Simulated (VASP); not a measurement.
# Ga2O3 (P-1) in VASP: single point with r2SCAN

Aim: the single point of Ga2O3 with r2SCAN.

Everything below comes from runs of VASP 6.6.1. Logs are shortened: lines on timing, memory, paths and dates and some standing lists are left out, and cuts for length are marked.

## (1) The cell of the first run

The typed cell holds 10 atoms: a = 5.325 Å, b = 5.325 Å, c = 5.325 Å, α = 55.81°, β = 55.81°, γ = 55.81°.

## (2) Single point, r2SCAN (atoms displaced along a vibrational mode)

File POSCAR:

```
Ga2O3
1.0
    2.4923023535      1.4389314347      4.4806666158
   -2.4923023535      1.4389314347      4.4806666158
    0.0000000000     -2.8778628693      4.4806666158
Ga O
4 6
Direct
    0.3630287294      0.3395573390      0.3636209765
    0.1599063187      0.1404957067      0.1333909296
    0.6369712706      0.6604426610      0.6363790235
    0.8400936813      0.8595042933      0.8666090704
    0.5392670162      0.9619815618      0.2502613881
    0.2479937215      0.5547601708      0.9356563965
    0.9414833061      0.2517448904      0.5668515487
    0.4607329838      0.0380184382      0.7497386119
    0.7520062785      0.4452398292      0.0643436035
    0.0585166939      0.7482551096      0.4331484513
```

File INCAR.step1:

```
SYSTEM = Ga2O3
PREC = Accurate
ENCUT = 660
ISMEAR = 0
SIGMA = 0.05
LREAL = .False.
LASPH = .True.
NELM = 120
NBANDS = 55
GGA = PE
ALGO = Normal
EDIFF = 1E-5
LWAVE = .True.
LCHARG = .False.
GGA_COMPAT = .False.
KPAR = 4
```

File INCAR.step2:

```
SYSTEM = Ga2O3
PREC = Accurate
ENCUT = 660
EDIFF = 1E-6
ISMEAR = 0
SIGMA = 0.05
LREAL = .False.
LASPH = .True.
NELM = 120
ALGO = Normal
ISIF = 2
LWAVE = .False.
LCHARG = .False.
METAGGA = R2SCAN
LMIXTAU = .True.
NBANDS = 55
ISTART = 1
GGA_COMPAT = .False.
KPAR = 4
```

File KPOINTS:

```
regular mesh
0
Gamma
  6 6 6
  0 0 0
```

Potentials or basis: VASP PAW PBE potentials, release 64 (Ga_d, O).

Launch:

```console
cat potpaw_PBE.64/Ga_d/POTCAR potpaw_PBE.64/O/POTCAR > POTCAR
cp INCAR.step1 INCAR
mpirun -np 4 vasp_std > vasp.out
cp INCAR.step2 INCAR
mpirun -np 4 vasp_std > vasp.out
```

OUTCAR:

```text
SYSTEM = Ga2O3
   PREC = Accurate
   ENCUT = 660
   EDIFF = 1E-6
   ISMEAR = 0
   LREAL = .False.
   LASPH = .True.
   NELM = 120
   ISIF = 2
   METAGGA = R2SCAN
   ISTART = 1

 ion  position               nearest neighbor table
   1  0.363  0.340  0.364-   8 1.91   9 1.93  10 1.94   5 1.97   7 2.08   6 2.17   3 2.80   2 2.83

   2  0.160  0.140  0.133-   8 1.91   9 1.94  10 1.94   5 1.99   6 2.05   7 2.19   4 2.81   1 2.83

   3  0.637  0.660  0.636-   5 1.91   6 1.93   7 1.94   8 1.97  10 2.08   9 2.17   1 2.80   4 2.83

   4  0.840  0.860  0.867-   5 1.91   6 1.94   7 1.94   8 1.99   9 2.05  10 2.19   2 2.81   3 2.83

   5  0.539  0.962  0.250-   3 1.91   4 1.91   1 1.97   2 1.99
   6  0.248  0.555  0.936-   3 1.93   4 1.94   2 2.05   1 2.17
   7  0.941  0.252  0.567-   4 1.94   3 1.94   1 2.08   2 2.19
   8  0.461  0.038  0.750-   1 1.91   2 1.91   3 1.97   4 1.99
   9  0.752  0.445  0.064-   1 1.93   2 1.94   4 2.05   3 2.17
  10  0.059  0.748  0.433-   2 1.94   1 1.94   3 2.08   4 2.19

  LATTYP: Found a trigonal (rhomboedric) cell.
 ALAT       =     5.3252669433
 COS(alpha) =     0.5619247826

  Lattice vectors:

 A1 = (   2.4923023535,   1.4389314347,   4.4806666158)
 A2 = (  -2.4923023535,   1.4389314347,   4.4806666158)
 A3 = (   0.0000000000,  -2.8778628693,   4.4806666158)

Analysis of symmetry for initial positions (statically):
=====================================================================
 Subroutine PRICEL returns:
 Original cell was already a primitive cell.

 Routine SETGRP: Setting up the symmetry group for a
 trigonal (rhombohedral) supercell.

 Subroutine GETGRP returns: Found  2 space group operations
 (whereof  2 operations were pure point group operations)
 out of a pool of 12 trial point group operations.

The static configuration has the point symmetry S_2 .

Analysis of symmetry for dynamics (positions and initial velocities):
=====================================================================
 Subroutine PRICEL returns:
 Original cell was already a primitive cell.

 Routine SETGRP: Setting up the symmetry group for a
 trigonal (rhombohedral) supercell.

 Subroutine GETGRP returns: Found  2 space group operations
 (whereof  2 operations were pure point group operations)
 out of a pool of 12 trial point group operations.

The dynamic configuration has the point symmetry S_2 .

 Subroutine INISYM returns: Found  2 space group operations
[... 120 lines left out ...]
   ISYM   =      2    0-nonsym 1-usesym 2-fastsym
   POTIM  = 0.5000    time-step for ionic-motion
   TEBEG  =    0.0;   TEEND  =   0.0 temperature during run
   PSTRESS=    0.0 pullay stress
   NELECT =      88.0000    total number of electrons
   NUPDOWN=      -1.0000    fix difference up-down
   EMIN   =  10.00;   EMAX   =-10.00  energy-range for DOS
   EFERMI =   0.00;   METHOD = LEGACY
   ISMEAR =     0;   SIGMA  =   0.05  broadening in eV -4-tet -1-fermi 0-gaus
   EFERMI_NEDOS =   21; number of points for ismear=-14 and -15
   IALGO  =     38    algorithm
   IMIX   =      4    mixing-type and parameters
     AMIX     =   0.40;   BMIX     =  1.00
     AMIX_MAG =   1.60;   BMIX_MAG =  1.00
  volume/ion in A,a.u.               =       9.64        65.06
  Fermi-wavevector in a.u.,A,eV,Ry     =   1.588026  3.000933 34.311514  2.521825
  Thomas-Fermi vector in A             =   2.687093
   LORBIT       =      0    0 simple, 1 ext, 2 COOP (PROOUT), +10 PAW based schemes
   METAGGA = R2SCAN    functional components
   LHFCALC =     F    Hartree Fock is set to
   AEXX    =    0.0000 exact exchange contribution
   IVDW    =     0    specifies the selected vdW correction
   LEPSILON=     F    determine dielectric tensor
   LRPA    =     F    only Hartree local field effects (RPA)
 non-spin polarized calculation
 Gauss-broadening in eV      SIGMA  =   0.05
  energy-cutoff  :      660.00
  volume of cell :       96.41
 maximum number of plane-waves:      3739
 NGX is ok and might be reduce to    48
   NGX = 23   NGY = 23   NGZ = 23

 number of electron      88.0000000 magnetization

 Free energy of the ion-electron system (eV)
  ---------------------------------------------------
  ext. energy  EPLUGINS =         0.00000000
  ---------------------------------------------------
  free energy    TOTEN  =      -102.09414785 eV

  energy without entropy =     -102.09414785  energy(sigma->0) =     -102.09414785

 E-fermi :   4.5993     XC(G=0): -13.1547

 val. band max:        4.3194416515   @ k =  -0.1667   0.1667   0.0000
 cond. band min:       7.6586632005   @ k =   0.0000   0.0000   0.0000
 fundamental gap:      3.3392215490
 Fermi energy:         4.5993212472

 k-point     1 :       0.0000    0.0000    0.0000
  band No.  band energies     occupation
      1     -15.9765      2.00000
      2     -14.5430      2.00000
      3     -14.0289      2.00000
      4     -13.5547      2.00000
      5     -13.4303      2.00000
      6     -13.4048      2.00000
[... 1381 lines left out ...]
     54      17.2203      0.00000
     55      17.2875      0.00000

 [... further k-points ...]

------------------------ aborting loop because EDIFF is reached ----------------------------------------

  FORCE on cell =-STRESS in cart. coord.  units (eV):
  Direction    XX          YY          ZZ          XY          YZ          ZX
  --------------------------------------------------------------------------------------
  -------------------------------------------------------------------------------------
  Total        2.2013951      0.9169224      1.7400906     -0.0485806     -1.7573156      0.0359989
  in kB       36.5825404     15.2373146     28.9166336     -0.8073073    -29.2028773      0.5982262
  external PRESSURE =      26.9121629 kB  Pullay stress =       0.0000000 kB

 VOLUME and BASIS-vectors are now :
 -----------------------------------------------------------------------------
  energy-cutoff  :      660.00
  volume of cell :       96.41
      direct lattice vectors                 reciprocal lattice vectors
     2.492302353  1.438931435  4.480666616     0.200617714  0.115826691  0.074393692
    -2.492302353  1.438931435  4.480666616    -0.200617714  0.115826691  0.074393692
     0.000000000 -2.877862869  4.480666616     0.000000000 -0.231653382  0.074393692

 POSITION                                       TOTAL-FORCE (eV/Angst)
 -----------------------------------------------------------------------------------
      0.05850     -0.03548      4.77732        -1.434987      0.765994      0.185888
      0.04838      0.04838      1.94368        -1.188828     -0.968983     -0.172005
     -0.05850      0.03548      8.66468         1.434987     -0.765994     -0.185888
     -0.04838     -0.04838     11.49832         1.188828      0.968983      0.172005
     -1.05353      1.43998      7.84793         0.507002     -0.007457     -0.073654
     -0.76455     -1.53758      7.78924         0.007733     -0.052219      0.192924
      1.71904      0.08565      7.88633         0.055985      0.123560     -0.134560
      1.05353     -1.43998      5.59407        -0.507002      0.007457      0.073654
      0.76455      1.53758      5.65276        -0.007733      0.052219     -0.192924
     -1.71904     -0.08565      5.55567        -0.055985     -0.123560      0.134560
 -----------------------------------------------------------------------------------
    total drift:                               -0.000000      0.000000     -0.000000

  FREE ENERGIE OF THE ION-ELECTRON SYSTEM (eV)
  ---------------------------------------------------
  free  energy   TOTEN  =      -102.0941478455 eV

  energy  without entropy=     -102.0941478455  energy(sigma->0) =     -102.09414785
```

OUTCAR.step1:

```text
SYSTEM = Ga2O3
   PREC = Accurate
   ENCUT = 660
   ISMEAR = 0
   LREAL = .False.
   LASPH = .True.
[... 1650 lines left out ...]
      1.05353     -1.43998      5.59407        -0.527885      0.007433      0.070804
      0.76455      1.53758      5.65276        -0.003715      0.051342     -0.197032
     -1.71904     -0.08565      5.55567        -0.054313     -0.125888      0.139501
 -----------------------------------------------------------------------------------
    total drift:                               -0.000000      0.000000     -0.000000

  FREE ENERGIE OF THE ION-ELECTRON SYSTEM (eV)
  ---------------------------------------------------
  free  energy   TOTEN  =       -58.9990367482 eV

  energy  without entropy=      -58.9990367482  energy(sigma->0) =      -58.99903675
```

OSZICAR.step1:

```text
N       E                     dE             d eps       ncg     rms          rms(c)
DAV:   1     0.133749802634E+04    0.13375E+04   -0.45840E+04 14983   0.348E+03
DAV:   2     0.240325322296E+03   -0.10972E+04   -0.10261E+04 12368   0.927E+02
DAV:   3    -0.432377668233E+02   -0.28356E+03   -0.27513E+03 14230   0.294E+02
DAV:   4    -0.667952520348E+02   -0.23557E+02   -0.23291E+02 15161   0.892E+01
DAV:   5    -0.676732883098E+02   -0.87804E+00   -0.87620E+00 16610   0.178E+01    0.173E+01
DAV:   6    -0.588875058400E+02    0.87858E+01   -0.28352E+01 21960   0.612E+01    0.463E+00
DAV:   7    -0.590462591919E+02   -0.15875E+00   -0.30905E+00 13807   0.985E+00    0.328E+00
DAV:   8    -0.590234366092E+02    0.22823E-01   -0.43223E-01 18573   0.545E+00    0.110E+00
DAV:   9    -0.589978290863E+02    0.25608E-01   -0.14459E-01 19546   0.453E+00    0.171E-01
DAV:  10    -0.589989400547E+02   -0.11110E-02   -0.10392E-02 18176   0.116E+00    0.791E-02
DAV:  11    -0.589989942486E+02   -0.54194E-04   -0.19976E-03 16842   0.668E-01    0.319E-02
DAV:  12    -0.589990383706E+02   -0.44122E-04   -0.37333E-04 14917   0.185E-01    0.235E-02
DAV:  13    -0.589990367482E+02    0.16224E-05   -0.39858E-05 12785   0.970E-02
   1 F= -.58999037E+02 E0= -.58999037E+02  d E =-.372160E-16
```

It took 18 min on 4 MPI ranks of Intel Xeon Platinum 8488C (Sapphire Rapids), shared host; peak memory 0.78 GiB.

What came out:

- Free energy: -102.0941 eV
- Pressure: 2.7 GPa
- Largest force: 1.637 eV/Å
- Band gap on the k mesh: 3.34 eV (least direct gap 3.40 eV)

Forces on the atoms (eV/Å):
```
Ga  -1.435  0.766  0.186
Ga  -1.189 -0.969 -0.172
Ga   1.435 -0.766 -0.186
Ga   1.189  0.969  0.172
O    0.507 -0.007 -0.074
O    0.008 -0.052  0.193
O    0.056  0.124 -0.135
O   -0.507  0.007  0.074
O   -0.008  0.052 -0.193
O   -0.056 -0.124  0.135
```

Caveat: the cell differs from its parent crystal (atoms displaced along a vibrational mode); the PAW data sets were made with another functional, which shifts forces and pressure a little. A k mesh can miss the band edges.
